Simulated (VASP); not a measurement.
# BaO (kn) (Fm-3m) in VASP: single point with PBEsol

Aim: the single point of BaO (kn) with PBEsol.

All numbers are computed with VASP 6.6.1; they aren't measurements. Logs are shortened: lines on timing, memory, paths and dates and some standing lists are left out, and cuts for length are marked.

### Step 1. The cell of the first run

Symmetry: Fm-3m, No. 225, cubic system. The conventional cell has a = 5.490 Å, b = 5.490 Å, c = 5.490 Å, α = 90.00°, β = 90.00°, γ = 90.00°. Ba (site symmetry m-3m) has 6 O at 2.75 Å within 3.6 Å. Within 3.6 Å of O (site symmetry m-3m) lie 6 Ba at 2.75 Å.

### Step 2. Single point, PBEsol

Contents of INCAR:

```
SYSTEM = BaO
  ALGO = Normal
  EDIFF = 1E-6
  ENCUT = 600
  GGA = PS
  GGA_COMPAT = .False.
  ISIF = 2
  ISMEAR = 0
  LASPH = .True.
  LCHARG = .True.
  LELF = .True.
  LREAL = .False.
  LVHAR = .True.
  LWAVE = .False.
  NBANDS = 15
  NELM = 120
  PREC = Accurate
  SIGMA = 0.02
```

Contents of KPOINTS:

```
k-points
0
Gamma
  6 6 6
  0 0 0
```

Contents of POSCAR:

```
BaO
1.0
    0.0000000000      2.7450539668      2.7450539668
    2.7450539668      0.0000000000      2.7450539668
    2.7450539668      2.7450539668      0.0000000000
Ba O
1 1
Direct
    0.0000000000      0.0000000000      0.0000000000
    0.5000000000      0.5000000000      0.5000000000
```

Potentials or basis: VASP PAW PBE potentials, release 64 (Ba_sv, O).

On the command line:

```bash
$ cat potpaw_PBE.64/Ba_sv/POTCAR potpaw_PBE.64/O/POTCAR > POTCAR
$ mpirun -np 1 vasp_std > vasp.out
```

OUTCAR:

```text
SYSTEM = BaO
   EDIFF = 1E-6
   ENCUT = 600
   GGA = PS
   ISIF = 2
   ISMEAR = 0
   LASPH = .True.
   LREAL = .False.
   NELM = 120
   PREC = Accurate

 ion  position               nearest neighbor table
   1  0.000  0.000  0.000-   2 2.75   2 2.75   2 2.75   2 2.75   2 2.75   2 2.75
   2  0.500  0.500  0.500-   1 2.75   1 2.75   1 2.75   1 2.75   1 2.75   1 2.75

  LATTYP: Found a face centered cubic cell.
 ALAT       =     5.4901079336

  Lattice vectors:

 A1 = (   0.0000000000,   2.7450539668,   2.7450539668)
 A2 = (   2.7450539668,   0.0000000000,   2.7450539668)
 A3 = (   2.7450539668,   2.7450539668,   0.0000000000)

Analysis of symmetry for initial positions (statically):
=====================================================================
 Subroutine PRICEL returns:
 Original cell was already a primitive cell.

 Routine SETGRP: Setting up the symmetry group for a
 face centered cubic supercell.

 Subroutine GETGRP returns: Found 48 space group operations
 (whereof 48 operations were pure point group operations)
 out of a pool of 48 trial point group operations.

The static configuration has the point symmetry O_h .

Analysis of symmetry for dynamics (positions and initial velocities):
=====================================================================
 Subroutine PRICEL returns:
 Original cell was already a primitive cell.

 Routine SETGRP: Setting up the symmetry group for a
 face centered cubic supercell.

 Subroutine GETGRP returns: Found 48 space group operations
 (whereof 48 operations were pure point group operations)
 out of a pool of 48 trial point group operations.

The dynamic configuration has the point symmetry O_h .

 Subroutine INISYM returns: Found 48 space group operations
 (whereof 48 operations are pure point group operations),
 and found     1 'primitive' translations

----------------------------------------------------------------------------------------

                                     Primitive cell

  volume of cell :      41.3697

  direct lattice vectors                    reciprocal lattice vectors
     0.000000000  2.745053967  2.745053967    -0.182145781  0.182145781  0.182145781
     2.745053967  0.000000000  2.745053967     0.182145781 -0.182145781  0.182145781
     2.745053967  2.745053967  0.000000000     0.182145781  0.182145781 -0.182145781

  length of vectors
     3.882092549  3.882092549  3.882092549     0.315485748  0.315485748  0.315485748

  position of ions in fractional coordinates (direct lattice)
     0.000000000  0.000000000  0.000000000
     0.500000000  0.500000000  0.500000000

  ion indices of the primitive-cell ions
   primitive index   ion index
                 1           1
                 2           2

----------------------------------------------------------------------------------------

 KPOINTS: k-points

Automatic generation of k-mesh.
 Grid dimensions read from file:
 generate k-points for:    6    6    6

 Generating k-lattice:

  Cartesian coordinates                     Fractional coordinates (reciprocal lattice)
    -0.030357630  0.030357630  0.030357630     0.166666667  0.000000000  0.000000000
     0.030357630 -0.030357630  0.030357630     0.000000000  0.166666667  0.000000000
     0.030357630  0.030357630 -0.030357630     0.000000000  0.000000000  0.166666667

  Length of vectors
     0.052580958  0.052580958  0.052580958

  Shift w.r.t. Gamma in fractional coordinates (k-lattice)
     0.000000000  0.000000000  0.000000000

 Subroutine IBZKPT returns following result:
 ===========================================

 Found     16 irreducible k-points:

 Following reciprocal coordinates:
            Coordinates               Weight
  0.000000  0.000000  0.000000      1.000000
  0.166667  0.000000  0.000000      8.000000
  0.333333  0.000000  0.000000      8.000000
  0.500000  0.000000  0.000000      4.000000
  0.166667  0.166667  0.000000      6.000000
  0.333333  0.166667  0.000000     24.000000
[... 8 lines left out ...]
 -0.333333  0.333333  0.166667     24.000000
 -0.333333  0.500000  0.166667     12.000000
   k-points           NKPTS =     16   k-points in BZ     NKDIM =     16   number of bands    NBANDS=     15
   number of dos      NEDOS =    301   number of ions     NIONS =      2
   total plane-waves  NPLWV =  32768
   dimension x,y,z NGX =    32 NGY =   32 NGZ =   32
   dimension x,y,z NGXF=    64 NGYF=   64 NGZF=   64
   ions per type =               1   1
   NGX,Y,Z   is equivalent  to a cutoff of  13.70, 13.70, 13.70 a.u.
   NGXF,Y,Z  is equivalent  to a cutoff of  27.41, 27.41, 27.41 a.u.
 SYSTEM =  BaO
   PREC   = accura    normal or accurate (medium, high low for compatibility)
   ISTART =      0    job   : 0-new  1-cont  2-samecut
   ICHARG =      2    charge: 1-file 2-atom 10-const
   ISPIN  =      1    spin polarized calculation?
   LNONCOLLINEAR =      F non collinear calculations
   LSORBIT =      F    spin-orbit coupling
   LASPH  =      T    aspherical Exc in radial PAW
   ENCUT  =  600.0 eV  44.10 Ry    6.64 a.u.   7.75  7.75  7.75*2*pi/ulx,y,z
   NELM   =    120;   NELMIN=  2; NELMDL= -5     # of ELM steps
   EDIFF  = 0.1E-05   stopping-criterion for ELM
   LREAL  =      F    real-space projection
   EDIFFG = 0.1E-04   stopping-criterion for IOM
   NSW    =      0    number of steps for IOM
   IBRION =     -1    ionic relax: 0-MD 1-quasi-New 2-CG
   NFREE  =      0    steps in history (QN), initial steepest desc. (CG)
   ISIF   =      2    stress and relaxation
   ISYM   =      2    0-nonsym 1-usesym 2-fastsym
   POTIM  = 0.5000    time-step for ionic-motion
   TEBEG  =    0.0;   TEEND  =   0.0 temperature during run
   PSTRESS=    0.0 pullay stress
   NELECT =      16.0000    total number of electrons
   NUPDOWN=      -1.0000    fix difference up-down
   EMIN   =  10.00;   EMAX   =-10.00  energy-range for DOS
   EFERMI =   0.00;   METHOD = LEGACY
   ISMEAR =     0;   SIGMA  =   0.02  broadening in eV -4-tet -1-fermi 0-gaus
   EFERMI_NEDOS =   21; number of points for ismear=-14 and -15
   IALGO  =     38    algorithm
   IMIX   =      4    mixing-type and parameters
     AMIX     =   0.40;   BMIX     =  1.00
     AMIX_MAG =   1.60;   BMIX_MAG =  1.00
  volume/ion in A,a.u.               =      20.68       139.59
  Fermi-wavevector in a.u.,A,eV,Ry     =   1.192762  2.253994 19.356766  1.422682
  Thomas-Fermi vector in A             =   2.328793
   LORBIT       =      0    0 simple, 1 ext, 2 COOP (PROOUT), +10 PAW based schemes
   GGA     = PS    functional components
   LHFCALC =     F    Hartree Fock is set to
   AEXX    =    0.0000 exact exchange contribution
   IVDW    =     0    specifies the selected vdW correction
   LEPSILON=     F    determine dielectric tensor
   LRPA    =     F    only Hartree local field effects (RPA)
 non-spin polarized calculation
 Gauss-broadening in eV      SIGMA  =   0.02
  energy-cutoff  :      600.00
  volume of cell :       41.37
 maximum number of plane-waves:      1411
   NGX = 15   NGY = 15   NGZ = 15

 number of electron      15.9999997 magnetization

 Free energy of the ion-electron system (eV)
  ---------------------------------------------------
  ext. energy  EPLUGINS =         0.00000000
  ---------------------------------------------------
  free energy    TOTEN  =       -12.39479381 eV

  energy without entropy =      -12.39479381  energy(sigma->0) =      -12.39479381

 E-fermi :   1.9892     XC(G=0):  -9.9787

 val. band max:        1.8980224165   @ k =   0.5000   0.5000   0.0000
 cond. band min:       3.6673663418   @ k =   0.5000   0.5000   0.0000
 fundamental gap:      1.7693439253
 Fermi energy:         1.9892342647

 k-point     1 :       0.0000    0.0000    0.0000
  band No.  band energies     occupation
      1     -23.9542      2.00000
      2     -13.1144      2.00000
      3      -8.3885      2.00000
      4      -8.3885      2.00000
      5      -8.3885      2.00000
      6       1.4712      2.00000
      7       1.4712      2.00000
      8       1.4712      2.00000
      9       5.3719      0.00000
     10       6.5083      0.00000
     11       6.5083      0.00000
     12       6.5083      0.00000
     13       8.8644      0.00000
     14       8.8644      0.00000
     15      11.6636      0.00000

 k-point     2 :       0.1667    0.0000    0.0000
  band No.  band energies     occupation
      1     -23.8836      2.00000
      2     -13.3176      2.00000
      3      -8.4528      2.00000
      4      -8.4218      2.00000
      5      -8.4218      2.00000
      6       0.9001      2.00000
      7       1.1163      2.00000
      8       1.1163      2.00000
      9       6.2190      0.00000
     10       6.6005      0.00000
     11       7.0361      0.00000
     12       7.0361      0.00000
     13       9.5843      0.00000
     14       9.5843      0.00000
     15      13.3443      0.00000

 k-point     3 :       0.3333    0.0000    0.0000
  band No.  band energies     occupation
      1     -23.7364      2.00000
      2     -13.7256      2.00000
      3      -8.5668      2.00000
      4      -8.4858      2.00000
      5      -8.4858      2.00000
      6       0.0715      2.00000
      7       0.5225      2.00000
      8       0.5225      2.00000
      9       6.4503      0.00000
     10       8.3136      0.00000
     11       8.3136      0.00000
     12       8.8102      0.00000
     13      11.1858      0.00000
     14      11.1858      0.00000
     15      15.7831      0.00000
[... 199 lines left out ...]
 k-point    15 :      -0.3333    0.3333    0.1667
  band No.  band energies     occupation
      1     -23.5970      2.00000
      2     -13.6487      2.00000
      3      -9.3321      2.00000
      4      -9.3201      2.00000
      5      -8.4812      2.00000
      6       0.3276      2.00000
      7       1.2778      2.00000
      8       1.2970      2.00000
      9       6.5632      0.00000
     10       6.8128      0.00000
     11       9.3526      0.00000
     12      10.5613      0.00000
     13      11.9865      0.00000
     14      13.8322      0.00000
     15      14.4960      0.00000

 k-point    16 :      -0.3333    0.5000    0.1667
  band No.  band energies     occupation
      1     -23.5773      2.00000
      2     -13.4874      2.00000
      3      -9.8030      2.00000
      4      -9.3107      2.00000
      5      -8.6046      2.00000
      6       0.7226      2.00000
      7       1.6186      2.00000
      8       1.7664      2.00000
      9       5.0233      0.00000
     10       8.0587      0.00000
     11       8.6439      0.00000
     12      11.5806      0.00000
     13      11.8648      0.00000
     14      14.0620      0.00000
     15      14.3637      0.00000

------------------------ aborting loop because EDIFF is reached ----------------------------------------

  FORCE on cell =-STRESS in cart. coord.  units (eV):
  Direction    XX          YY          ZZ          XY          YZ          ZX
  --------------------------------------------------------------------------------------
  -------------------------------------------------------------------------------------
  Total        0.4722484      0.4722484      0.4722484      0.0000000     -0.0000000      0.0000000
  in kB       18.2893577     18.2893577     18.2893577      0.0000000     -0.0000000      0.0000000
  external PRESSURE =      18.2893577 kB  Pullay stress =       0.0000000 kB

 VOLUME and BASIS-vectors are now :
 -----------------------------------------------------------------------------
  energy-cutoff  :      600.00
  volume of cell :       41.37
      direct lattice vectors                 reciprocal lattice vectors
     0.000000000  2.745053967  2.745053967    -0.182145781  0.182145781  0.182145781
     2.745053967  0.000000000  2.745053967     0.182145781 -0.182145781  0.182145781
     2.745053967  2.745053967  0.000000000     0.182145781  0.182145781 -0.182145781

 POSITION                                       TOTAL-FORCE (eV/Angst)
 -----------------------------------------------------------------------------------
      0.00000      0.00000      0.00000         0.000000      0.000000     -0.000000
      2.74505      2.74505      2.74505         0.000000     -0.000000      0.000000
 -----------------------------------------------------------------------------------
    total drift:                                0.000000     -0.000000      0.000000

  FREE ENERGIE OF THE ION-ELECTRON SYSTEM (eV)
  ---------------------------------------------------
  free  energy   TOTEN  =       -12.3947938095 eV

  energy  without entropy=      -12.3947938095  energy(sigma->0) =      -12.39479381
```

Wall time 9.9 s (1 thread of Intel Xeon Platinum 8259CL at 2.50GHz (Skylake/Cascade Lake), shared host); peak memory 0.18 GiB.

Results:

- Free energy: -12.3948 eV
- Pressure: 1.8 GPa
- Band gap on the k mesh: 1.77 eV, direct

Levels at points of the mesh, in eV from the valence-band top:
| k point | band 5 | band 6 | band 7 | band 8 | band 9 | band 10 | band 11 | band 12 |
| --- | --- | --- | --- | --- | --- | --- | --- | --- |
| (0.00, 0.00, 0.00) | -10.29 | -0.43 | -0.43 | -0.43 | 3.47 | 4.61 | 4.61 | 4.61 |
| (0.50, 0.00, 0.00) | -10.41 | -2.17 | -1.63 | -1.63 | 4.88 | 7.22 | 7.22 | 8.15 |
| (0.50, 0.50, 0.00) | -10.93 | -0.20 | -0.20 | 0.00 | 1.77 | 6.03 | 9.02 | 9.38 |

Caveat: the PAW data sets were made with another functional, which shifts forces and pressure a little; spin-orbit coupling is left out, which moves the levels of the heavy elements.
